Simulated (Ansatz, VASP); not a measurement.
## WSe2 in VASP and in Ansatz

```
W Se
1.0
     3.31794    0.00000    0.00000
    -1.65897    2.78722    0.00000
     0.00000    0.00000   16.65814
W Se
1 2
Direct
  0.00000 0.00000 0.00000
  0.33333 0.66667 0.09979
  0.33333 0.66667 0.90021
```

Change from the starting cell: strain -0.0300 x Voigt [0, 1, 0, 0, 0, 0], atoms carried along.

Alike in both runs: task single point; functional PBE; dispersion D3(BJ); k mesh 9 × 9 × 2; occupations gaussian, width 0.05 eV; no spin polarisation.

```csv
,VASP,Ansatz
version,VASP 6.6.1,Ansatz 0.2.0
potentials or method,"VASP PAW PBE potentials, release 64 (W_sv, Se), cutoff 520 eV","scalar-relativistic, plane waves, PAW"
valence electrons in the cell,26,46
```

```csv
,VASP,Ansatz,Ansatz less VASP
gap on the k mesh at the Fermi level (eV),1.68,1.68,+0.004
least direct gap on the mesh (eV),1.68,1.68,+0.004
rms of the force components (eV/Å),0.295,0.272,-0.0234
```

Atom by atom the forces differ by 0.025 eV/Å (rms over components). VASP's potentials hold 26 valence electrons a cell and Ansatz's 46, so a difference there can come from the potentials and not from the codes.

Spin-orbit coupling is off throughout.
